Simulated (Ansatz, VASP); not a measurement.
This is a calculation of WS for Ansatz 0.2.0.

The input input.yaml:

```yaml
crystal:
  lattice:
    - [3.00789, 0.0, 0.0]
    - [0.0, 3.00789, 0.0]
    - [0.0, 0.0, 3.00789]
  atoms:
    - { symbol: W, position: [0.492622, 0.502063, 0.495699] }
    - { symbol: S, position: [-0.009366, -0.010022, 0.008871] }
kpoints:
  mp_grid: { grid: [9, 9, 9] }
scf:
  occupations: { method: fermi_dirac, width: 0.05 }
hamiltonian:
  xc: pbe
  pseudopotentials: { kind: all_electron, lapw: { basis_error: 0.001 } }
output:
  forces: true
  stress: true
  eigenvalues: true
  populations: true
```

Potentials or basis: all-electron LAPW, scalar-relativistic.

Launch:

```console
$ ansatz run input.yaml --threads 1 --pin off --max-ram 3072MiB --backend cpu --events-out ev --progress --plain --runs-dir out
```

Problem. Translate it to VASP 6.6.1. Potentials there: VASP PAW PBE potentials, release 64 (W_sv, S).

Solution. As run (the cutoff follows the program's own potentials):

File INCAR:

```
ALGO     = Normal         # electronic algorithm
EDIFF    = 1E-7           # SCF threshold, eV
ENCUT    = 520            # plane-wave cutoff, eV
GGA      = PE             # functional
ISIF     = 2              # what is computed and relaxed
ISMEAR   = -1             # smearing method
LASPH    = T              # aspherical terms in the spheres
LCHARG   = F              # write CHGCAR
LREAL    = F              # projectors in reciprocal space
LWAVE    = F              # write WAVECAR
NBANDS   = 17             # bands
NELM     = 60             # most SCF steps
PREC     = Accurate       # precision mode
SIGMA    = 0.05           # smearing width, eV
```

File KPOINTS:

```
k-points
0
Gamma
  9 9 9
```

POSCAR

```
WS
1.0
    3.0078900000      0.0000000000      0.0000000000
    0.0000000000      3.0078900000      0.0000000000
    0.0000000000      0.0000000000      3.0078900000
W S
1 1
Direct
    0.4926220000      0.5020630000      0.4956990000
   -0.0093660000     -0.0100220000      0.0088710000
```

Potentials or basis: VASP PAW PBE potentials, release 64 (W_sv, S).

Run with:

```console
$ cat potpaw_PBE.64/W_sv/POTCAR potpaw_PBE.64/S/POTCAR > POTCAR
$ mpirun -np 1 vasp_std > vasp.out
```

Both were run:

|  | VASP | Ansatz | Ansatz less VASP |
| --- | --- | --- | --- |
| gap on the k mesh at the Fermi level (eV) | none | none | - |
| pressure (GPa) | 1.0 | 0.8 | -0.29 |
| traceless stress, the component that is largest in VASP (GPa) | -0.27 | -0.27 | -0.001 |
| rms of the force components (eV/Å) | 0.116 | 0.115 | -0.0008 |

Atom by atom the forces differ by 0.001 eV/Å (rms over components). A gap of «none» marks a metal or a gap that the smearing closes. Ansatz ran all-electron here, and VASP with PAW potentials.

Neither program's run includes spin-orbit coupling.
